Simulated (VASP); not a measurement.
# NiO: density of states with BLYP

The system is NiO.

```
Ni O
1.0
     0.00000    2.09131    2.09131
     2.09131    0.00000    2.09131
     2.09131    2.09131    0.00000
Ni O
1 1
Direct
  0.00000 0.00000 0.00000
  0.50000 0.50000 0.50000
```

```yaml
Program: VASP 6.6.1
Task: density of states
Functional: BLYP
Potentials_or_basis: VASP PAW PBE potentials, release 64 (Ni_sv_GW, O)
Cutoff: 520 eV
k_mesh: 6 × 6 × 6
Occupations: fermi-dirac, width 0.05 eV
Spin: collinear spin, ferromagnetic start
Starting_moments: "[1.0, 0.0] μB"
Dipole_correction: no
k_mesh_for_the_DOS: 9 × 9 × 9
Second_run: valence_matched
Occupations_for_the_DOS: tetrahedron
Further_INCAR_settings: ALGO = Normal; EDIFF = 1e-06
```

```
Net moment                                            : 1.73 μB per cell
Site moments                                          : Ni +1.48; O +0.28 μB
Valence electrons inside the program's atomic spheres : Ni 16.20; O 5.01
```

Levels at points of the mesh, in eV from the Fermi level:
Spin up:
| k point | band 9 | band 10 | band 11 | band 12 | band 13 | band 14 | band 15 | band 16 | band 17 |
| --- | --- | --- | --- | --- | --- | --- | --- | --- | --- |
| (0.00, 0.00, 0.00) | -3.03 | -3.03 | -2.66 | -2.66 | -2.66 | 1.71 | 18.44 | 19.08 | 19.10 |
Spin down:
```csv
k point,band 9,band 10,band 11,band 12,band 13,band 14
"(0.00, 0.00, 0.00)",-1.90,-1.90,-1.90,-0.60,-0.60,2.05
```

Run time: 33 s on 1 thread of Intel(R) Xeon(R) Platinum 8559C (Emerald Rapids), with other jobs on the host, peak memory 0.16 GiB.

Caveat: the k points lie up to 0.43 Å⁻¹ apart; a cell with one magnetic atom can't hold antiferromagnetic order, which such compounds often take; semilocal functionals often make such compounds metallic where correlation or magnetic order opens a gap, which also shifts bond lengths.
